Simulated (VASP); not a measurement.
Al: single point with PBE

Slab: Al, a slab with vacuum.

```
Al
1.0
     2.93619    0.00000    0.00000
    -1.46809    2.54281    0.00000
     0.00000    0.00000   32.67638
Al
4
Direct
  0.00000 0.00000 0.60383
  0.66667 0.33333 0.67112
  0.33333 0.66667 0.73920
  0.00000 0.00000 0.80841
```

| Property | Result |
| --- | --- |
| Program | VASP 6.6.1 |
| Task | single point |
| Functional | PBE |
| Potentials or basis | VASP PAW PBE potentials, release 64 (Al) |
| Cutoff | 400 eV |
| k mesh | 15 × 15 × 1 |
| Occupations | methfessel-paxton, width 0.1 eV |
| Spin | no spin polarisation |

The largest force is 0.246 eV/Å and the band gap on the k mesh is zero (band 6 reaches 0.58 eV, above the bottom of band 7 at -1.37 eV).

Forces in eV/Å, atoms in the order of the input:
```
Al   0.000  0.000 -0.246
Al   0.000  0.000  0.177
Al   0.000  0.000  0.039
Al   0.000  0.000  0.030
```

Levels at points of the mesh, in eV from the Fermi level:
| k point | band 4 | band 5 | band 6 | band 7 | band 8 | band 9 |
| --- | --- | --- | --- | --- | --- | --- |
| (0.00, 0.00, 0.00) | -5.31 | -2.97 | 0.14 | 2.55 | 3.66 | 3.94 |

Wall time 110 s on 1 thread of Intel(R) Xeon(R) Platinum 8375C CPU @ 2.90GHz (Ice Lake), on a shared host, peak memory 0.28 GiB.
